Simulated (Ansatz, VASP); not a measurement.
**As in VASP and in Ansatz**

```
As
1.0
     3.64306    0.00000    0.00000
    -1.82153    3.15498    0.00000
     0.00000    0.00000   28.57424
As
2
Direct
  0.33333 0.66667 0.47589
  0.66667 0.33333 0.52411
```

Change from the starting cell: biaxial strain +0.020, atoms relaxed.

Alike in both runs: functional PBE; dispersion D3(BJ); k mesh 9 × 9 × 1; occupations gaussian, width 0.02 eV; no spin polarisation.

Ansatz relaxed the structure, and its values are those at the end. VASP's run is a single point on that final structure, the one shown.

|  | VASP | Ansatz |
| --- | --- | --- |
| version | VASP 6.6.1 | Ansatz 0.2.0 |
| potentials or method | VASP PAW PBE potentials, release 64 (As), cutoff 520 eV | scalar-relativistic, plane waves, PAW |
| valence electrons in the cell | 10 | 30 |

Ansatz gave:

* gap on the k mesh at the Fermi level (eV): 1.74
* least direct gap on the mesh (eV): 1.87
* rms of the force components (eV/Å): 0.003

Problem. Estimate VASP's values.

Solution. gap on the k mesh at the Fermi level (eV): 1.74; least direct gap on the mesh (eV): 1.85; rms of the force components (eV/Å): 0.051.

VASP's potentials hold 10 valence electrons a cell and Ansatz's 30, so a difference there can come from the potentials and not from the codes. Ansatz's warnings: stress scf threshold loose.
